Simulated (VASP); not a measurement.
Write the native input for VASP 6.6.1 that does the following.

```
Task                   : electric field gradients
Functional             : PBEsol
Potentials or basis    : VASP PAW PBE potentials, release 64 (Na_pv)
Cutoff                 : 520 eV
k mesh                 : 11 × 11 × 11
Occupations            : fermi-dirac, width 0.03 eV
Spin                   : no spin polarisation
Dipole correction      : no
Further INCAR settings : ALGO = Normal; EDIFF = 1e-08; NBANDS = 10
```

The structure of Na lies in POSCAR:

```
Na
1.0
   -2.0963250000      2.1175000000      2.1175000000
    2.1175000000     -2.0963250000      2.1175000000
    2.1175000000      2.1175000000     -2.0963250000
Na
1
Direct
    0.0000000000      0.0000000000      0.0000000000
```

This cell differs from its parent crystal: equal xy, yz and zx shear strains of +1 %.

These files were run (other wordings do the same):

INCAR

```
SYSTEM = Na
PREC     = Accurate       ! precision mode
ENCUT    = 520            ! plane-wave cutoff, eV
EDIFF    = 1E-8           ! SCF threshold, eV
ISMEAR   = -1             ! smearing method
SIGMA    = 0.03           ! smearing width, eV
LREAL    = .FALSE.        ! projectors in reciprocal space
LASPH    = .TRUE.         ! aspherical terms in the spheres
NELM     = 100            ! most SCF steps
ALGO     = Normal         ! electronic algorithm
ISIF     = 2              ! what is computed and relaxed
LWAVE    = .FALSE.        ! write WAVECAR
LCHARG   = .FALSE.        ! write CHGCAR
GGA      = PS             ! functional
LEFG     = .TRUE.       
NBANDS   = 10             ! bands
```

KPOINTS

```
regular mesh
0
G
  11 11 11
  0 0 0
```

Potentials or basis: VASP PAW PBE potentials, release 64 (Na_pv).

Run with:

```console
$ cat potpaw_PBE.64/Na_pv/POTCAR > POTCAR
$ mpirun -np 1 vasp_std > vasp.out
```

Results of the run:

The pressure is -0.3 GPa.

Caveat: the cell differs from its parent crystal (equal xy, yz and zx shear strains of +1 %); without QUAD_EFG the Cq values of the log hold for a quadrupole moment of 1 mb, not for the nuclei; the PAW data sets were made with another functional, which shifts forces and pressure a little.

It took 55 s on 1 thread of Intel Xeon 8259CL (shared host), peak memory 0.18 GiB.
